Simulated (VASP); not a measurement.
Write the native input for VASP 6.6.1 that does the following.

| Item | Value |
| --- | --- |
| Task | single point |
| Functional | PBE |
| Potentials or basis | VASP PAW PBE potentials, release 64 (W_sv) |
| Cutoff | 520 eV |
| k mesh | 24 × 24 × 24 |
| Occupations | fermi-dirac, width 0.0612256 eV |
| Spin | no spin polarisation |
| Dipole correction | no |
| Further INCAR settings | ALGO = Normal; EDIFF = 1e-06; NBANDS = 13 |

The structure of W lies in POSCAR:

```
W
1.0
   -1.6027866491      1.6027866491      1.6027866491
    1.6027866491     -1.6027866491      1.6027866491
    1.6027866491      1.6027866491     -1.6027866491
W
1
Direct
    0.0000000000      0.0000000000      0.0000000000
```

One way to write it, as run:

INCAR

```
PREC     = Accurate       # precision mode
ENCUT    = 520            # plane-wave cutoff, eV
EDIFF    = 1E-6           # SCF threshold, eV
ISMEAR   = -1             # smearing method
SIGMA    = 0.06122561905347299 # smearing width, eV
LREAL    = F              # projectors in reciprocal space
LASPH    = T              # aspherical terms in the spheres
NELM     = 80             # most SCF steps
ALGO     = Normal         # electronic algorithm
ISIF     = 2              # what is computed and relaxed
LWAVE    = F              # write WAVECAR
LCHARG   = F              # write CHGCAR
GGA      = PE             # functional
NBANDS   = 13             # bands
```

KPOINTS

```
regular mesh
0
Gamma
  24 24 24
```

Potentials or basis: VASP PAW PBE potentials, release 64 (W_sv).

Command:

```console
$ cat potpaw_PBE.64/W_sv/POTCAR > POTCAR
$ mpirun -np 1 vasp_std > vasp.out
```

It gave:

```yaml
Pressure: -5.5 GPa
Band_gap_on_the_k_mesh: zero (bands 7 and 8 overlap by 6.06 eV)
```

Caveat: the cell stands under tension; spin-orbit coupling is left out, which moves the levels of the heavy elements.

Run time: 69 s on 1 thread of Intel Xeon 8259CL, on a shared host, peak memory 0.21 GiB.
